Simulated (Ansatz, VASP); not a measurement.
## SiO2 in VASP and in Ansatz

```
CELL_PARAMETERS angstrom
4.22990 0.00000 0.00000
0.00000 4.22990 0.00000
0.00000 0.00000 2.46970
ATOMIC_POSITIONS crystal
Si 0.50000 0.50000 0.50000
Si 0.00000 0.00000 0.00000
O 0.69443 0.69443 0.00000
O 0.19443 0.80557 0.50000
O 0.30557 0.30557 0.00000
O 0.80557 0.19443 0.50000
```

Alike in both runs: task single point; functional LDA; k mesh 6 × 6 × 8; occupations gaussian, width 0.05 eV; no spin polarisation.

|  | VASP | Ansatz |
| --- | --- | --- |
| version | VASP 6.6.1 | Ansatz 0.2.0 |
| potentials or method | VASP PAW LDA potentials, release 64 (Si, O), cutoff 520 eV | scalar-relativistic, plane waves, PAW |
| valence electrons in the cell | 32 | 32 |

Ansatz gave:

```
gap on the k mesh at the Fermi level (eV)                     : 6.70
least direct gap on the mesh (eV)                             : 6.70
pressure (GPa)                                                : 20.9
traceless stress, the component that is largest in VASP (GPa) : 38.33
rms of the force components (eV/Å)                            : 0.067
```

What did VASP give for the same quantities?

gap on the k mesh at the Fermi level (eV): 6.69; least direct gap on the mesh (eV): 6.69; pressure (GPa): 22.3; traceless stress, the component that is largest in VASP (GPa): 39.44; rms of the force components (eV/Å): 0.029.

Ansatz warns that its potentials were made for another functional, while VASP's fit it. LDA's correlation is that of Perdew and Zunger in VASP and of Perdew and Wang (1992) in Ansatz. Atom by atom the forces differ by 0.038 eV/Å (rms over components).
